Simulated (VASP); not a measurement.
# BiS2 (P1) in VASP: relaxation of cell and atoms with PBEsol

Aim: the relaxation of cell and atoms of BiS2 with PBEsol.

Program: VASP 6.6.1. These are calculated values, not measurements. Logs are shortened: lines on timing, memory, paths and dates and some standing lists are left out, and cuts for length are marked.

### 1 The cell of the first run

The typed cell holds 6 atoms: a = 5.714 Å, b = 5.729 Å, c = 5.790 Å, α = 104.12°, β = 103.62°, γ = 121.94°.

### 2 Relaxation of cell and atoms, PBEsol

INCAR reads:

```
SYSTEM = BiS2
  ALGO = Normal
  EDIFF = 1E-6
  EDIFFG = -0.01
  ENCUT = 600
  GGA = PS
  IBRION = 2
  ISIF = 3
  ISMEAR = -1
  LASPH = .True.
  LCHARG = .False.
  LREAL = .False.
  LWAVE = .False.
  NELM = 60
  NSW = 100
  PREC = Accurate
  SIGMA = 0.05
```

KPOINTS reads:

```
k-points
0
Gamma
  4 4 4
  0 0 0
```

POSCAR reads:

```
BiS2
1.0
   -3.5431000119      3.5261184948      2.7688974875
    3.5165603807     -3.5641733144      2.7841565516
    3.5652014975      3.5862748000     -2.8193248807
Bi S
2 4
Direct
   -0.0302943994     -0.0020865645      0.0037709445
    0.7601819674      0.2501746907      0.4998595979
    0.3722827336      0.3881943050      0.5079604384
    1.1673136234      0.6042589268      0.9983020721
    0.6151074583      0.1454158963     -0.0092172731
    0.8816086332     -0.1557122367      0.4767213844
```

Potentials or basis: VASP PAW PBE potentials, release 64 (Bi_d, S).

Started as:

```
cat potpaw_PBE.64/Bi_d/POTCAR potpaw_PBE.64/S/POTCAR > POTCAR
mpirun -np 1 vasp_std > vasp.out
```

OUTCAR:

```text
SYSTEM = BiS2
   EDIFF = 1E-6
   EDIFFG = -0.01
   ENCUT = 600
   GGA = PS
   IBRION = 2
   ISIF = 3
   ISMEAR = -1
   LASPH = .True.
   LREAL = .False.
   NELM = 60
   NSW = 100
   PREC = Accurate

 ion  position               nearest neighbor table
   1  0.970  0.998  0.004-   5 2.57   3 2.65   6 2.80   4 3.01   4 3.04   6 3.14   3 3.16   5 3.34
                             2 3.63   2 3.78   2 3.89
   2  0.760  0.250  0.500-   4 2.62   5 2.68   3 2.73   6 2.74   3 3.14   6 3.14   4 3.23   5 3.25
                             1 3.63   1 3.78   1 3.89
   3  0.372  0.388  0.508-   1 2.65   2 2.73   6 2.79   2 3.14   1 3.16
   4  0.167  0.604  0.998-   2 2.62   1 3.01   1 3.04   2 3.23
   5  0.615  0.145  0.991-   1 2.57   2 2.68   2 3.25   1 3.34
   6  0.882  0.844  0.477-   2 2.74   3 2.79   1 2.80   2 3.14   1 3.14

  LATTYP: Found a triclinic cell.
 ALAT       =     5.7083507202
 B/A-ratio  =     2.6624783156
 C/A-ratio  =     1.2406181814
 COS(alpha) =     0.0022938192
 COS(beta)  =     0.6194606900
 COS(gamma) =     0.7527295463

  Lattice vectors:

 A1 = (  -3.5386618663,  -3.5482199804,  -2.7337291584)
 A2 = (  -0.0176633400, -14.1867317700,  -5.4521992527)
 A3 = (  -7.0817618782,  -0.0221014856,   0.0351683291)

Analysis of symmetry for initial positions (statically):
=====================================================================
 Subroutine PRICEL returns:
 Original cell was already a primitive cell.

 Routine SETGRP: Setting up the symmetry group for a
 triclinic supercell.

 Subroutine GETGRP returns: Found  1 space group operations
 (whereof  1 operations were pure point group operations)
 out of a pool of  2 trial point group operations.

The static configuration has the point symmetry C_1 .

Analysis of symmetry for dynamics (positions and initial velocities):
=====================================================================
 Subroutine PRICEL returns:
 Original cell was already a primitive cell.

 Routine SETGRP: Setting up the symmetry group for a
 triclinic supercell.

 Subroutine GETGRP returns: Found  1 space group operations
 (whereof  1 operations were pure point group operations)
 out of a pool of  2 trial point group operations.

The dynamic configuration has the point symmetry C_1 .

 Subroutine INISYM returns: Found  1 space group operations
 (whereof  1 operations are pure point group operations),
 and found     1 'primitive' translations

----------------------------------------------------------------------------------------

                                     Primitive cell

  volume of cell :     139.8374

  direct lattice vectors                    reciprocal lattice vectors
    -3.543100012  3.526118495  2.768897487     0.000456330  0.141881928  0.181055577
     3.516560381 -3.564173314  2.784156552     0.142102868  0.000840065  0.180765993
     3.565201497  3.586274800 -2.819324881     0.140778441  0.140173766  0.001633425

  length of vectors
     5.714355837  5.728966402  5.789699599     0.230025676  0.229935371  0.198670386

  position of ions in fractional coordinates (direct lattice)
     0.969705601  0.997913436  0.003770944
     0.760181967  0.250174691  0.499859598
     0.372282734  0.388194305  0.507960438
     0.167313623  0.604258927  0.998302072
     0.615107458  0.145415896  0.990782727
     0.881608633  0.844287763  0.476721384

  ion indices of the primitive-cell ions
   primitive index   ion index
                 1           1
                 2           2
                 3           3
                 4           4
                 5           5
                 6           6

----------------------------------------------------------------------------------------

 KPOINTS: k-points

Automatic generation of k-mesh.
 Grid dimensions read from file:
 generate k-points for:    4    4    4

 Generating k-lattice:

  Cartesian coordinates                     Fractional coordinates (reciprocal lattice)
     0.000114083  0.035470482  0.045263894     0.250000000 -0.000000000  0.000000000
     0.035525717  0.000210016  0.045191498     0.000000000  0.250000000  0.000000000
     0.035194610  0.035043442  0.000408356    -0.000000000  0.000000000  0.250000000

  Length of vectors
     0.057506419  0.057483843  0.049667597

  Shift w.r.t. Gamma in fractional coordinates (k-lattice)
     0.000000000  0.000000000  0.000000000

 Subroutine IBZKPT returns following result:
 ===========================================

 Found     36 irreducible k-points:

 Following reciprocal coordinates:
            Coordinates               Weight
  0.000000  0.000000  0.000000      1.000000
  0.250000  0.000000  0.000000      2.000000
  0.500000  0.000000  0.000000      1.000000
  0.000000  0.250000  0.000000      2.000000
  0.250000  0.250000  0.000000      2.000000
  0.500000  0.250000  0.000000      2.000000
[... 16 lines left out ...]
  0.000000 -0.250000  0.250000      2.000000
  0.250000 -0.250000  0.250000      2.000000
 [... further k-points ...]
   k-points           NKPTS =     36   k-points in BZ     NKDIM =     36   number of bands    NBANDS=     32
   number of dos      NEDOS =    301   number of ions     NIONS =      6
   total plane-waves  NPLWV = 110592
   dimension x,y,z NGX =    48 NGY =   48 NGZ =   48
   dimension x,y,z NGXF=    96 NGYF=   96 NGZF=   96
   ions per type =               2   4
   NGX,Y,Z   is equivalent  to a cutoff of  13.96, 13.93, 13.78 a.u.
   NGXF,Y,Z  is equivalent  to a cutoff of  27.93, 27.86, 27.57 a.u.
 SYSTEM =  BiS2
   PREC   = accura    normal or accurate (medium, high low for compatibility)
   ISTART =      0    job   : 0-new  1-cont  2-samecut
   ICHARG =      2    charge: 1-file 2-atom 10-const
   ISPIN  =      1    spin polarized calculation?
   LNONCOLLINEAR =      F non collinear calculations
   LSORBIT =      F    spin-orbit coupling
   LASPH  =      T    aspherical Exc in radial PAW
   ENCUT  =  600.0 eV  44.10 Ry    6.64 a.u.  11.41 11.44 11.56*2*pi/ulx,y,z
   NELM   =     60;   NELMIN=  2; NELMDL= -5     # of ELM steps
   EDIFF  = 0.1E-05   stopping-criterion for ELM
   LREAL  =      F    real-space projection
   EDIFFG = -.1E-01   stopping-criterion for IOM
   NSW    =    100    number of steps for IOM
   IBRION =      2    ionic relax: 0-MD 1-quasi-New 2-CG
   NFREE  =      1    steps in history (QN), initial steepest desc. (CG)
   ISIF   =      3    stress and relaxation
   ISYM   =      2    0-nonsym 1-usesym 2-fastsym
   POTIM  = 0.5000    time-step for ionic-motion
   TEBEG  =    0.0;   TEEND  =   0.0 temperature during run
   PSTRESS=    0.0 pullay stress
   NELECT =      54.0000    total number of electrons
   NUPDOWN=      -1.0000    fix difference up-down
   EMIN   =  10.00;   EMAX   =-10.00  energy-range for DOS
   EFERMI =   0.00;   METHOD = LEGACY
   ISMEAR =    -1;   SIGMA  =   0.05  broadening in eV -4-tet -1-fermi 0-gaus
   EFERMI_NEDOS =   21; number of points for ismear=-14 and -15
   IALGO  =     38    algorithm
   IMIX   =      4    mixing-type and parameters
     AMIX     =   0.40;   BMIX     =  1.00
     AMIX_MAG =   1.60;   BMIX_MAG =  1.00
  volume/ion in A,a.u.               =      23.31       157.28
  Fermi-wavevector in a.u.,A,eV,Ry     =   1.192152  2.252840 19.336956  1.421226
  Thomas-Fermi vector in A             =   2.328197
   LORBIT       =      0    0 simple, 1 ext, 2 COOP (PROOUT), +10 PAW based schemes
   GGA     = PS    functional components
   LHFCALC =     F    Hartree Fock is set to
   AEXX    =    0.0000 exact exchange contribution
   IVDW    =     0    specifies the selected vdW correction
   LEPSILON=     F    determine dielectric tensor
   LRPA    =     F    only Hartree local field effects (RPA)
 conjugate gradient relaxation of ions
 non-spin polarized calculation
  energy-cutoff  :      600.00
  volume of cell :      139.84
 maximum number of plane-waves:      4686
 NGX is ok and might be reduce to    48
   NGX = 23   NGY = 23   NGZ = 23

--------------------------------------- Ionic step        1  -------------------------------------------

 number of electron      53.9999998 magnetization

 Free energy of the ion-electron system (eV)
  ---------------------------------------------------
  ext. energy  EPLUGINS =         0.00000000
  ---------------------------------------------------
  free energy    TOTEN  =       -25.80488132 eV

  energy without entropy =      -25.78403955  energy(sigma->0) =      -25.79446044

------------------------ aborting loop because EDIFF is reached ----------------------------------------

  FORCE on cell =-STRESS in cart. coord.  units (eV):
  Direction    XX          YY          ZZ          XY          YZ          ZX
  --------------------------------------------------------------------------------------
  -------------------------------------------------------------------------------------
  Total        3.8239916      2.8149032     -1.3731968      1.1557957      1.1551473     -0.6489800
  in kB       43.8131075     32.2515502    -15.7333034     13.2424452     13.2350165     -7.4356414
  external PRESSURE =      20.1104514 kB  Pullay stress =       0.0000000 kB
[... 65 lines left out ...]
  energy  without entropy=      -25.9308697539  energy(sigma->0) =      -25.94373203

--------------------------------------- Ionic step        3  -------------------------------------------

 number of electron      54.0000000 magnetization

 E-fermi :   6.1445     XC(G=0):  -9.9648

 val. band max:        6.1370536476   @ k =   0.5000  -0.0000   0.5000
 cond. band min:       6.1507368886   @ k =  -0.0000   0.5000   0.5000
 fundamental gap:      0.0136832410
 Fermi energy:         6.1444540076

 k-point     1 :       0.0000    0.0000    0.0000
  band No.  band energies     occupation
      1     -17.5471      2.00000
      2     -17.5277      2.00000
      3     -17.5238      2.00000
      4     -17.5212      2.00000
      5     -17.5154      2.00000
      6     -17.5047      2.00000
[... 829 lines left out ...]
     31       8.1254      0.00000
     32       8.9156      0.00000

 [... further k-points ...]

------------------------ aborting loop because EDIFF is reached ----------------------------------------

  FORCE on cell =-STRESS in cart. coord.  units (eV):
  Direction    XX          YY          ZZ          XY          YZ          ZX
  --------------------------------------------------------------------------------------
  -------------------------------------------------------------------------------------
  Total       -1.2113807     -1.6487619     -3.2104411      0.1683692      0.5445457     -0.3862837
  in kB      -13.3896547    -18.2241244    -35.4857041      1.8610209      6.0189824     -4.2696773
  external PRESSURE =     -22.3664944 kB  Pullay stress =       0.0000000 kB
[... 21 lines left out ...]
  FREE ENERGIE OF THE ION-ELECTRON SYSTEM (eV)
  ---------------------------------------------------
  free  energy   TOTEN  =       -25.9594297853 eV

  energy  without entropy=      -25.9348912565  energy(sigma->0) =      -25.94716052

[... ionic steps 4 to 50 ...]

--------------------------------------- Ionic step       51  -------------------------------------------

 number of electron      54.0000000 magnetization

------------------------ aborting loop because EDIFF is reached ----------------------------------------

  FORCE on cell =-STRESS in cart. coord.  units (eV):
  Direction    XX          YY          ZZ          XY          YZ          ZX
  --------------------------------------------------------------------------------------
  -------------------------------------------------------------------------------------
  Total        0.0052090      0.0006382      0.0124814     -0.0077554     -0.0052108      0.0066130
  in kB        0.0587842      0.0072017      0.1408555     -0.0875217     -0.0588050      0.0746292
  external PRESSURE =       0.0689471 kB  Pullay stress =       0.0000000 kB
[... 65 lines left out ...]
  energy  without entropy=      -26.5949740609  energy(sigma->0) =      -26.60173653

--------------------------------------- Ionic step       53  -------------------------------------------

 number of electron      54.0000000 magnetization

 Free energy of the ion-electron system (eV)
  ---------------------------------------------------
  ext. energy  EPLUGINS =         0.00000000
  ---------------------------------------------------
  free energy    TOTEN  =       -26.60853158 eV

  energy without entropy =      -26.59499859  energy(sigma->0) =      -26.60176509

 E-fermi :   6.4192     XC(G=0): -10.0105

 val. band max:        6.4134154347   @ k =   0.2500   0.2500   0.5000
 cond. band min:       6.5198780296   @ k =   0.5000   0.2500   0.5000
 fundamental gap:      0.1064625949
 Fermi energy:         6.4192060940

 k-point     1 :       0.0000    0.0000    0.0000
  band No.  band energies     occupation
      1     -17.0636      2.00000
      2     -17.0259      2.00000
      3     -17.0102      2.00000
      4     -17.0051      2.00000
      5     -16.9966      2.00000
      6     -16.9951      2.00000
[... 829 lines left out ...]
     31       8.9137      0.00000
     32       9.3378      0.00000

 [... further k-points ...]

------------------------ aborting loop because EDIFF is reached ----------------------------------------

  FORCE on cell =-STRESS in cart. coord.  units (eV):
  Direction    XX          YY          ZZ          XY          YZ          ZX
  --------------------------------------------------------------------------------------
  -------------------------------------------------------------------------------------
  Total       -0.0156695     -0.0123631     -0.0110679     -0.0022815      0.0115086      0.0118345
  in kB       -0.1767653     -0.1394661     -0.1248549     -0.0257371      0.1298269      0.1335034
  external PRESSURE =      -0.1470287 kB  Pullay stress =       0.0000000 kB
[... 21 lines left out ...]
  FREE ENERGIE OF THE ION-ELECTRON SYSTEM (eV)
  ---------------------------------------------------
  free  energy   TOTEN  =       -26.6085315839 eV

  energy  without entropy=      -26.5949985926  energy(sigma->0) =      -26.60176509

 reached required accuracy - stopping structural energy minimisation
```

Wall time 70 min (1 thread of AMD EPYC 9R45 (Zen 5), shared host); peak memory 0.42 GiB.

Results:

```
Free energy                           : -26.6085 eV
Relaxed volume                        : 23.67 Å³/atom
Relaxed cell                          : a = 6.282 Å, b = 5.798 Å, c = 5.775 Å, α = 98.07°, β = 102.28°, γ = 131.53°
Space group after relaxing (to 0.1 Å) : C2/c (No. 15)
Energy gained by relaxing             : 133.9 meV/atom
Ionic steps                           : 53
Pressure after relaxing               : 0.0 GPa
Largest force after relaxing          : 0.009 eV/Å
Band gap on the k mesh                : zero (bands 27 and 28 overlap by 3.83 eV)
```

Forces on the atoms (eV/Å):
```
Bi   0.004 -0.003  0.002
Bi   0.007  0.003 -0.005
S    0.000  0.001  0.000
S   -0.003  0.001  0.001
S   -0.002  0.000 -0.001
S   -0.006 -0.002  0.003
```

The path:
```
step  energy change (eV)  largest force (eV/Å)  pressure (GPa)  volume (Å³)
   1              0.0000                0.9200            2.01       139.84
   3             -0.1545                0.4045           -2.24       144.95
   5             -0.3237                0.3651            0.91       135.37
   7             -0.0576                0.9780            3.65       129.94
   9             -0.4579                0.7441            1.11       133.10
  11             -0.5414                0.7461            0.05       135.58
  13             -0.6644                0.2072            0.25       137.63
  15             -0.6863                0.1304           -0.32       139.62
  17             -0.6921                0.1052            0.34       138.84
  19             -0.6958                0.1044           -0.11       139.85
  21             -0.7034                0.1282           -0.06       139.77
  23             -0.7042                0.1707           -0.01       139.74
  25             -0.7097                0.1563            0.01       139.66
  27             -0.7160                0.1944            0.10       139.62
  29             -0.7282                0.1966            0.26       140.39
  31             -0.7400                0.2708           -0.12       141.82
  33             -0.7679                0.1420            0.09       141.51
  35             -0.7703                0.1176            0.20       141.39
  37             -0.7877                0.1529           -0.11       142.37
  39             -0.7926                0.1274           -0.07       142.18
  41             -0.8004                0.0773            0.03       141.83
  43             -0.8029                0.0359           -0.07       141.92
  45             -0.8032                0.0172            0.08       141.67
  47             -0.8033                0.0172            0.00       141.87
  49             -0.8035                0.0161           -0.03       141.97
  51             -0.8036                0.0141            0.01       141.97
  53             -0.8037                0.0093           -0.01       142.03
```

Final structure:
```cif
data_structure
_symmetry_space_group_name_H-M 'P 1'
_symmetry_Int_Tables_number 1
_cell_length_a 6.2825
_cell_length_b 5.7984
_cell_length_c 5.7746
_cell_angle_alpha 98.069
_cell_angle_beta 102.279
_cell_angle_gamma 131.533
_cell_volume 142.03
loop_
_atom_site_label
_atom_site_type_symbol
_atom_site_fract_x
_atom_site_fract_y
_atom_site_fract_z
_atom_site_occupancy
Bi1 Bi 0.91536 0.90777 0.99563 1
Bi2 Bi 0.67349 0.16881 0.49643 1
S1 S 0.40287 0.40489 0.47897 1
S2 S 0.18568 0.67183 0.01363 1
S3 S 0.67599 0.17710 0.01206 1
S4 S 0.91281 0.89985 0.48067 1
```

Levels at points of the mesh, in eV from the Fermi level:
| k point | band 25 | band 26 | band 27 | band 28 | band 29 | band 30 |
| --- | --- | --- | --- | --- | --- | --- |
| (0.00, 0.00, 0.00) | -1.44 | -1.34 | 2.15 | 2.21 | 3.13 | 3.32 |
| (0.50, 0.00, 0.00) | -1.95 | -1.82 | -1.77 | -1.65 | -0.74 | -0.15 |
| (0.00, 0.50, 0.00) | -1.91 | -1.85 | -1.72 | -1.59 | -0.29 | -0.09 |
| (0.50, 0.50, 0.00) | -2.11 | -2.11 | 1.76 | 1.80 | 2.94 | 2.95 |
| (0.00, 0.00, 0.50) | -1.28 | -0.68 | -0.42 | -0.36 | -0.14 | 0.62 |
| (0.50, 0.00, 0.50) | -1.95 | -1.80 | -1.75 | -1.68 | -0.74 | -0.17 |
| (0.00, 0.50, 0.50) | -1.94 | -1.84 | -1.73 | -1.59 | -0.26 | -0.13 |
| (0.50, 0.50, 0.50) | -1.86 | -1.83 | -0.37 | -0.32 | 0.53 | 0.57 |

Caveat: the PAW data sets were made with another functional, which shifts forces and pressure a little; spin-orbit coupling is left out, which moves the levels of the heavy elements.

The gap in the log of VASP goes by the Fermi energy; the results here count the filled bands.